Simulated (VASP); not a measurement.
# Ti2C (R-3m) in VASP: notebook

The runs below take Ti2C through relaxation of shape and atoms at fixed volume, single point, with PBEsol.

All numbers are computed with VASP 6.6.1; they aren't measurements. Logs are shortened: lines on timing, memory, paths and dates and some standing lists are left out, and cuts for length are marked.

**1. The cell of the first run**

The structure is trigonal, space group R-3m (No. 166). Conventional cell: a = 2.940 Å, b = 2.940 Å, c = 13.581 Å, α = 90.00°, β = 90.00°, γ = 120.00°. Within 2.7 Å of Ti (site symmetry 3m) lie 3 C at 2.03 Å. C (site symmetry -3m) has 6 Ti at 2.03 Å within 2.7 Å.

**2. Relaxation of shape and atoms at fixed volume, PBEsol (11.30 Å³/atom)**

INCAR reads:

```
ALGO = Normal ; EDIFF = 1E-6
EDIFFG = -0.01 ; ENCUT = 600
GGA = PS ; IBRION = 2
ISIF = 4 ; ISMEAR = 0
LASPH = True ; LCHARG = False
LREAL = False ; LWAVE = False
NELM = 80 ; NSW = 50
PREC = Accurate ; SIGMA = 0.1
```

KPOINTS reads:

```
k-points
0
Gamma
  18 18 18
```

POSCAR reads:

```
Ti2C
1.0
    1.4702282201      0.8488366587      4.5270987472
   -1.4702282201      0.8488366587      4.5270987472
    0.0000000000     -1.6976733173      4.5270987472
Ti C
2 1
Direct
    0.2492467444      0.2492467444      0.2492467444
    0.7507532556      0.7507532556      0.7507532556
    0.5000000000      0.5000000000      0.5000000000
```

Potentials or basis: VASP PAW PBE potentials, release 64 (Ti_sv, C).

On the command line:

```bash
$ cat potpaw_PBE.64/Ti_sv/POTCAR potpaw_PBE.64/C/POTCAR > POTCAR
$ mpirun -np 1 vasp_std > vasp.out
```

OUTCAR:

```text
EDIFF = 1E-6
   EDIFFG = -0.01
   ENCUT = 600
   GGA = PS
   IBRION = 2
   ISIF = 4
   ISMEAR = 0
   LASPH = True
   LREAL = False
   NELM = 80
   NSW = 50
   PREC = Accurate

 ion  position               nearest neighbor table
   1  0.249  0.249  0.249-   3 2.03   3 2.03   3 2.03   2 2.81   2 2.81   2 2.81   2 2.85   2 2.85
                             2 2.85
   2  0.751  0.751  0.751-   3 2.03   3 2.03   3 2.03   1 2.81   1 2.81   1 2.81   1 2.85   1 2.85
                             1 2.85
   3  0.500  0.500  0.500-   1 2.03   1 2.03   2 2.03   2 2.03   1 2.03   2 2.03

  LATTYP: Found a trigonal (rhomboedric) cell.
 ALAT       =     4.8349475446
 COS(alpha) =     0.8150663372

  Lattice vectors:

 A1 = (   1.4702282201,   0.8488366587,   4.5270987472)
 A2 = (  -1.4702282201,   0.8488366587,   4.5270987472)
 A3 = (   0.0000000000,  -1.6976733173,   4.5270987472)

Analysis of symmetry for initial positions (statically):
=====================================================================
 Subroutine PRICEL returns:
 Original cell was already a primitive cell.

 Routine SETGRP: Setting up the symmetry group for a
 trigonal (rhombohedral) supercell.

 Subroutine GETGRP returns: Found 12 space group operations
 (whereof 12 operations were pure point group operations)
 out of a pool of 12 trial point group operations.

The static configuration has the point symmetry D_3d.

Analysis of symmetry for dynamics (positions and initial velocities):
=====================================================================
 Subroutine PRICEL returns:
 Original cell was already a primitive cell.

 Routine SETGRP: Setting up the symmetry group for a
 trigonal (rhombohedral) supercell.

 Subroutine GETGRP returns: Found 12 space group operations
 (whereof 12 operations were pure point group operations)
 out of a pool of 12 trial point group operations.

The dynamic configuration has the point symmetry D_3d.

 Subroutine INISYM returns: Found 12 space group operations
 (whereof 12 operations are pure point group operations),
 and found     1 'primitive' translations

----------------------------------------------------------------------------------------

                                     Primitive cell

  volume of cell :      33.8985

  direct lattice vectors                    reciprocal lattice vectors
     1.470228220  0.848836659  4.527098747     0.340083256  0.196347159  0.073630674
    -1.470228220  0.848836659  4.527098747    -0.340083256  0.196347159  0.073630674
     0.000000000 -1.697673317  4.527098747     0.000000000 -0.392694319  0.073630674

  length of vectors
     4.834947545  4.834947545  4.834947545     0.399537613  0.399537613  0.399537613

  position of ions in fractional coordinates (direct lattice)
     0.249246744  0.249246744  0.249246744
     0.750753256  0.750753256  0.750753256
     0.500000000  0.500000000  0.500000000

  ion indices of the primitive-cell ions
   primitive index   ion index
                 1           1
                 2           2
                 3           3

----------------------------------------------------------------------------------------

 KPOINTS: k-points

Automatic generation of k-mesh.
 Grid dimensions read from file:
 generate k-points for:   18   18   18

 Generating k-lattice:

  Cartesian coordinates                     Fractional coordinates (reciprocal lattice)
     0.018893514  0.010908176  0.004090593     0.055555556 -0.000000000  0.000000000
    -0.018893514  0.010908176  0.004090593    -0.000000000  0.055555556  0.000000000
     0.000000000 -0.021816351  0.004090593     0.000000000  0.000000000  0.055555556

  Length of vectors
     0.022196534  0.022196534  0.022196534

  Shift w.r.t. Gamma in fractional coordinates (k-lattice)
     0.000000000  0.000000000  0.000000000

 Subroutine IBZKPT returns following result:
 ===========================================

 Found    580 irreducible k-points:

 Following reciprocal coordinates:
            Coordinates               Weight
  0.000000  0.000000  0.000000      1.000000
  0.055556  0.000000  0.000000      6.000000
  0.111111  0.000000  0.000000      6.000000
  0.166667  0.000000  0.000000      6.000000
  0.222222 -0.000000 -0.000000      6.000000
  0.277778  0.000000  0.000000      6.000000
[... 16 lines left out ...]
 -0.277778  0.055556 -0.000000     12.000000
 -0.222222  0.055556 -0.000000     12.000000
 [... further k-points ...]
   k-points           NKPTS =    580   k-points in BZ     NKDIM =    580   number of bands    NBANDS=     18
   number of dos      NEDOS =    301   number of ions     NIONS =      3
   total plane-waves  NPLWV =  64000
   dimension x,y,z NGX =    40 NGY =   40 NGZ =   40
   dimension x,y,z NGXF=    80 NGYF=   80 NGZF=   80
   ions per type =               2   1
   NGX,Y,Z   is equivalent  to a cutoff of  13.75, 13.75, 13.75 a.u.
   NGXF,Y,Z  is equivalent  to a cutoff of  27.51, 27.51, 27.51 a.u.
 SYSTEM =  unknown system
   PREC   = accura    normal or accurate (medium, high low for compatibility)
   ISTART =      0    job   : 0-new  1-cont  2-samecut
   ICHARG =      2    charge: 1-file 2-atom 10-const
   ISPIN  =      1    spin polarized calculation?
   LNONCOLLINEAR =      F non collinear calculations
   LSORBIT =      F    spin-orbit coupling
   LASPH  =      T    aspherical Exc in radial PAW
   ENCUT  =  600.0 eV  44.10 Ry    6.64 a.u.   9.66  9.66  9.66*2*pi/ulx,y,z
   NELM   =     80;   NELMIN=  2; NELMDL= -5     # of ELM steps
   EDIFF  = 0.1E-05   stopping-criterion for ELM
   LREAL  =      F    real-space projection
   EDIFFG = -.1E-01   stopping-criterion for IOM
   NSW    =     50    number of steps for IOM
   IBRION =      2    ionic relax: 0-MD 1-quasi-New 2-CG
   NFREE  =      1    steps in history (QN), initial steepest desc. (CG)
   ISIF   =      4    stress and relaxation
   ISYM   =      2    0-nonsym 1-usesym 2-fastsym
   POTIM  = 0.5000    time-step for ionic-motion
   TEBEG  =    0.0;   TEEND  =   0.0 temperature during run
   PSTRESS=    0.0 pullay stress
   NELECT =      28.0000    total number of electrons
   NUPDOWN=      -1.0000    fix difference up-down
   EMIN   =  10.00;   EMAX   =-10.00  energy-range for DOS
   EFERMI =   0.00;   METHOD = LEGACY
   ISMEAR =     0;   SIGMA  =   0.10  broadening in eV -4-tet -1-fermi 0-gaus
   EFERMI_NEDOS =   21; number of points for ismear=-14 and -15
   IALGO  =     38    algorithm
   IMIX   =      4    mixing-type and parameters
     AMIX     =   0.40;   BMIX     =  1.00
     AMIX_MAG =   1.60;   BMIX_MAG =  1.00
  volume/ion in A,a.u.               =      11.30        76.25
  Fermi-wavevector in a.u.,A,eV,Ry     =   1.536034  2.902683 32.101589  2.359400
  Thomas-Fermi vector in A             =   2.642739
   LORBIT       =      0    0 simple, 1 ext, 2 COOP (PROOUT), +10 PAW based schemes
   GGA     = PS    functional components
   LHFCALC =     F    Hartree Fock is set to
   AEXX    =    0.0000 exact exchange contribution
   IVDW    =     0    specifies the selected vdW correction
   LEPSILON=     F    determine dielectric tensor
   LRPA    =     F    only Hartree local field effects (RPA)
 conjugate gradient relaxation of ions
 non-spin polarized calculation
 Gauss-broadening in eV      SIGMA  =   0.10
  energy-cutoff  :      600.00
  volume of cell :       33.90
 maximum number of plane-waves:      1150
   NGX = 19   NGY = 19   NGZ = 19

--------------------------------------- Ionic step        1  -------------------------------------------

 number of electron      28.0000002 magnetization

 Free energy of the ion-electron system (eV)
  ---------------------------------------------------
  ext. energy  EPLUGINS =         0.00000000
  ---------------------------------------------------
  free energy    TOTEN  =       -28.10915023 eV

  energy without entropy =      -28.10214534  energy(sigma->0) =      -28.10564779

------------------------ aborting loop because EDIFF is reached ----------------------------------------

  FORCE on cell =-STRESS in cart. coord.  units (eV):
  Direction    XX          YY          ZZ          XY          YZ          ZX
  --------------------------------------------------------------------------------------
  -------------------------------------------------------------------------------------
  Total        5.5116863      5.5116863      5.4794928      0.0000000      0.0000000      0.0000000
  in kB      260.5043484    260.5043484    258.9827519      0.0000000      0.0000000      0.0000000
  external PRESSURE =     259.9971496 kB  Pullay stress =       0.0000000 kB
[... 133 lines left out ...]
  energy  without entropy=      -28.1086502936  energy(sigma->0) =      -28.11214257

--------------------------------------- Ionic step        5  -------------------------------------------

 number of electron      28.0000001 magnetization

 Free energy of the ion-electron system (eV)
  ---------------------------------------------------
  ext. energy  EPLUGINS =         0.00000000
  ---------------------------------------------------
  free energy    TOTEN  =       -28.11565436 eV

  energy without entropy =      -28.10867373  energy(sigma->0) =      -28.11216404

 E-fermi :   9.9719     XC(G=0): -12.7906

 val. band max:        9.9693664000   @ k =  -0.3889   0.3333   0.2778
 cond. band min:       9.9722713678   @ k =  -0.4444   0.2778   0.1111
 fundamental gap:      0.0029049678
 Fermi energy:         9.9718782175

 k-point     1 :       0.0000    0.0000    0.0000
  band No.  band energies     occupation
      1     -46.1878      2.00000
      2     -45.9986      2.00000
      3     -23.0596      2.00000
      4     -22.2695      2.00000
      5     -22.2695      2.00000
      6     -22.1437      2.00000
[... 10 lines left out ...]
     17      12.3401      0.00000
     18      12.3401      0.00000
[... 466 lines left out ...]
      2     -45.9846      2.00000
      3     -22.8866      2.00000
      4     -22.5186      2.00000
      5     -22.4545      2.00000
      6     -22.3283      2.00000
[... 10 lines left out ...]
     17      11.8080      0.00000
     18      12.7671      0.00000

 [... further k-points ...]

------------------------ aborting loop because EDIFF is reached ----------------------------------------

  FORCE on cell =-STRESS in cart. coord.  units (eV):
  Direction    XX          YY          ZZ          XY          YZ          ZX
  --------------------------------------------------------------------------------------
  -------------------------------------------------------------------------------------
  Total        5.1413915      5.1413915      5.1327104      0.0000000      0.0000000      0.0000000
  in kB      243.0027328    243.0027328    242.5924285      0.0000000      0.0000000      0.0000000
  external PRESSURE =     242.8659647 kB  Pullay stress =       0.0000000 kB
[... 18 lines left out ...]
  FREE ENERGIE OF THE ION-ELECTRON SYSTEM (eV)
  ---------------------------------------------------
  free  energy   TOTEN  =       -28.1156543583 eV

  energy  without entropy=      -28.1086737268  energy(sigma->0) =      -28.11216404

 reached required accuracy - stopping structural energy minimisation
```

It took 41 min on 1 thread of Intel Xeon Platinum 8259CL at 2.50GHz (Skylake/Cascade Lake), shared host; peak memory 0.58 GiB.

Results:

| Quantity | Value |
| --- | --- |
| Free energy | -28.1157 eV |
| Energy gained by relaxing | 2.2 meV/atom |
| Ionic steps | 5 |
| Pressure after relaxing | 24.3 GPa |
| Band gap on the k mesh | zero (bands 14 and 15 overlap by 1.10 eV) |

Step by step:
```tsv
step	energy change (eV)	largest force (eV/Å)	pressure (GPa)	volume (Å³)
1	0.0000	0.4281	26.00	33.90
2	-0.0049	0.1929	23.66	33.90
3	-0.0061	0.0018	24.39	33.90
4	-0.0065	0.0004	24.28	33.90
5	-0.0065	0.0012	24.29	33.90
```

Final structure:
```cif
data_structure
_symmetry_space_group_name_H-M 'P 1'
_symmetry_Int_Tables_number 1
_cell_length_a 4.8217
_cell_length_b 4.8217
_cell_length_c 4.8217
_cell_angle_alpha 35.569
_cell_angle_beta 35.569
_cell_angle_gamma 35.569
_cell_volume 33.90
loop_
_atom_site_label
_atom_site_type_symbol
_atom_site_fract_x
_atom_site_fract_y
_atom_site_fract_z
_atom_site_occupancy
Ti1 Ti 0.25036 0.25036 0.25036 1
Ti2 Ti 0.74964 0.74964 0.74964 1
C1 C 0.50000 0.50000 0.50000 1
```

Caveat: the PAW data sets were made with another functional, which shifts forces and pressure a little.

**3. Single point, PBEsol (biaxial strain in the a-b plane: -3.0 %)**

INCAR reads:

```
  PREC = Accurate
  ENCUT = 520
  EDIFF = 1E-7
  ISMEAR = 0
  SIGMA = 0.1
  LREAL = False
  LASPH = True
  NELM = 60
  ALGO = Normal
  ISIF = 2
  LWAVE = False
  LCHARG = True
  GGA = PS
  LELF = True
  LVHAR = True
  NBANDS = 52
```

KPOINTS reads:

```
Automatic mesh
0
Gamma
  12 12 4
```

POSCAR reads:

```
Ti2C
1.0
    2.9612229759      0.0000000000      0.0000000000
   -1.4806114880      2.5644943234      0.0000000000
    0.0000000000      0.0000000000     14.5759569332
Ti C
6 3
Direct
    0.3333333333      0.6666666667      0.9130761167
    0.0000000000      0.0000000000      0.7535905500
    0.0000000000      0.0000000000      0.2464094500
    0.6666666667      0.3333333333      0.0869238833
    0.6666666667      0.3333333333      0.5797427833
    0.3333333333      0.6666666667      0.4202572167
    0.6666666667      0.3333333333      0.8333333333
    0.3333333333      0.6666666667      0.1666666667
    0.0000000000      0.0000000000      0.5000000000
```

Potentials or basis: VASP PAW PBE potentials, release 64 (Ti_sv, C).

On the command line:

```bash
$ cat potpaw_PBE.64/Ti_sv/POTCAR potpaw_PBE.64/C/POTCAR > POTCAR
$ mpirun -np 1 vasp_std > vasp.out
```

It took 4.2 min on 1 thread of Intel Xeon 6975P-C (Granite Rapids), shared host; peak memory 0.42 GiB.

It converged, with:

* Free energy: -85.0325 eV
* Pressure: 8.7 GPa
* Largest force: 0.114 eV/Å
* Band gap on the k mesh: zero (bands 42 and 43 overlap by 1.04 eV)

Forces on the atoms (eV/Å):
```
Ti   0.000  0.000  0.114
Ti   0.000  0.000 -0.114
Ti   0.000  0.000  0.114
Ti   0.000  0.000 -0.114
Ti   0.000  0.000  0.114
Ti   0.000  0.000 -0.114
C    0.000  0.000  0.000
C    0.000  0.000  0.000
C    0.000  0.000  0.000
```

Stress tensor (GPa, compression positive):
```
12.64  0.00  0.00
 0.00 12.64  0.00
 0.00  0.00  0.84
```

Levels at points of the mesh, in eV from the Fermi level:
```tsv
k point	band 39	band 40	band 41	band 42	band 43	band 44	band 45	band 46
(0.00, 0.00, 0.00)	-1.46	0.09	0.09	0.69	0.70	0.70	0.90	0.90
(0.50, 0.00, 0.00)	-1.58	-0.93	-0.93	-0.82	0.37	0.37	0.95	2.23
(0.00, 0.00, 0.50)	-1.10	-0.23	0.51	0.51	0.77	0.77	0.77	0.77
(0.50, 0.00, 0.50)	-1.50	-0.98	-0.85	-0.85	0.21	0.74	0.74	2.03
```

Caveat: the cell differs from its parent crystal (biaxial strain in the a-b plane: -3.0 %); the stress differs along the axes, from 1 to 13 GPa; the PAW data sets were made with another functional, which shifts forces and pressure a little.

**4. Single point, PBEsol (biaxial strain in the a-b plane: -3.0 %, then relaxed in part)**

INCAR reads:

```
ALGO = Normal
EDIFF = 1E-6
ENCUT = 520
GGA = PS
ISIF = 2
ISMEAR = 0
LASPH = T
LCHARG = T
LELF = T
LREAL = F
LVHAR = T
LWAVE = F
NBANDS = 52
NELM = 80
PREC = Accurate
SIGMA = 0.1
```

KPOINTS reads:

```
k-points
0
Gamma
  12 12 4
```

POSCAR reads:

```
Ti2C
1.0
    2.9612229759      0.0000000000      0.0000000000
   -1.4806114880      2.5644943234      0.0000000000
    0.0000000000      0.0000000000     14.5855605870
Ti C
6 3
Direct
    0.3333333333      0.6666666667      0.9132841171
    0.0000000000      0.0000000000      0.7533825496
    0.0000000000      0.0000000000      0.2466174504
    0.6666666667      0.3333333333      0.0867158829
    0.6666666667      0.3333333333      0.5799507837
    0.3333333333      0.6666666667      0.4200492163
    0.6666666667      0.3333333333      0.8333333333
    0.3333333333      0.6666666667      0.1666666667
    0.0000000000      0.0000000000      0.5000000000
```

On the command line:

```bash
$ cat potpaw_PBE.64/Ti_sv/POTCAR potpaw_PBE.64/C/POTCAR > POTCAR
$ mpirun -np 1 vasp_std > vasp.out
```

Wall time 3.5 min (1 thread of Intel Xeon 6975P-C (Granite Rapids), shared host); peak memory 0.42 GiB.

Results (log left out):

```yaml
Free_energy: -85.0341 eV
Pressure: 8.3 GPa
Largest_force: 0.029 eV/Å
Band_gap_on_the_k_mesh: zero (bands 42 and 43 overlap by 1.03 eV)
```

Forces in eV/Å, atoms in the order of the input:
```
Ti   0.000  0.000  0.029
Ti   0.000  0.000 -0.029
Ti   0.000  0.000  0.029
Ti   0.000  0.000 -0.029
Ti   0.000  0.000  0.029
Ti   0.000  0.000 -0.029
C    0.000  0.000  0.000
C    0.000  0.000  0.000
C    0.000  0.000  0.000
```

Stress tensor (GPa, compression positive):
```
12.34  0.00  0.00
 0.00 12.34  0.00
 0.00  0.00  0.16
```

Levels at points of the mesh, in eV from the Fermi level:
```
           k point  band 38  band 39  band 40  band 41  band 42  band 43  band 44  band 45  band 46  band 47
(0.00, 0.00, 0.00)    -1.46    -1.46     0.08     0.08     0.68     0.70     0.70     0.91     0.91     0.91
(0.50, 0.00, 0.00)    -1.58    -1.58    -0.94    -0.94    -0.83     0.37     0.37     0.95     2.22     2.22
(0.00, 0.00, 0.50)    -1.99    -1.09    -0.25     0.50     0.50     0.78     0.78     0.78     0.78     0.95
(0.50, 0.00, 0.50)    -1.76    -1.50    -0.98    -0.86    -0.86     0.21     0.74     0.74     2.01     2.61
```

Caveat: the cell differs from its parent crystal (biaxial strain in the a-b plane: -3.0 %, then relaxed in part); the stress differs along the axes, from 0 to 12 GPa; the PAW data sets were made with another functional, which shifts forces and pressure a little.

**5. The runs side by side**

```csv
task,cell,k mesh,cutoff (eV),gap on the mesh (eV),pressure (GPa),largest force (eV/Å)
relaxation of shape and atoms at fixed volume,"relaxed from a = 4.835 Å, angles 35.4°, 3 atoms, atomic positions A",18 × 18 × 18,600,none,24.3,-
single point,"a = 2.961, b = 2.961, c = 14.576 Å, angles 90.0, 90.0, 120.0°, 9 atoms, atomic positions B",12 × 12 × 4,520,none,8.7,0.11
single point,"a = 2.961, b = 2.961, c = 14.586 Å, angles 90.0, 90.0, 120.0°, 9 atoms, atomic positions C",12 × 12 × 4,520,none,8.3,0.03
```

Alike in all rows: level PBEsol; potentials or basis VASP PAW PBE potentials, release 64 (Ti_sv, C); no spin polarisation; smearing gaussian 0.1 eV.

Caveats: the PAW data sets were made with another functional, which shifts forces and pressure a little; the stress differs along the axes, from 1 to 13 GPa (at least some runs); the stress differs along the axes, from 0 to 12 GPa (at least some runs).

Absolute energies hang on the potentials; compare differences alone.
